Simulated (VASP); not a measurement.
A run of VASP 6.6.1 is set up as follows.

File INCAR:

```
SYSTEM = Sr
  ALGO = Normal
  DIPOL = 0.5 0.5 0.301
  EDIFF = 1E-7
  ENCUT = 520
  GGA = PE
  IDIPOL = 3
  ISIF = 2
  ISMEAR = 0
  LASPH = .TRUE.
  LCHARG = .FALSE.
  LDIPOL = .TRUE.
  LREAL = .FALSE.
  LWAVE = .FALSE.
  NBANDS = 17
  NELM = 60
  PREC = Accurate
  SIGMA = 0.02
```

The input KPOINTS:

```
k-points
0
G
  8 8 1
  0 0 0
```

File POSCAR:

```
Sr
1.0
    4.0960560692      0.0000000000      0.0000000000
    0.0000000000      4.0960560692      0.0000000000
    0.0000000000      0.0000000000     29.8846998400
Sr
2
Direct
    0.5000000000      0.0000000000      0.2507022787
    0.0000000000      0.5000000000      0.3516126215
```

Potentials or basis: VASP PAW PBE potentials, release 64 (Sr_sv).

The run is started by

```bash
$ cat potpaw_PBE.64/Sr_sv/POTCAR > POTCAR
$ mpirun -np 1 vasp_std > vasp.out
```

Task: Estimate the band gap on the k mesh.

Result: 0.13 eV, indirect (least direct gap 0.19 eV).
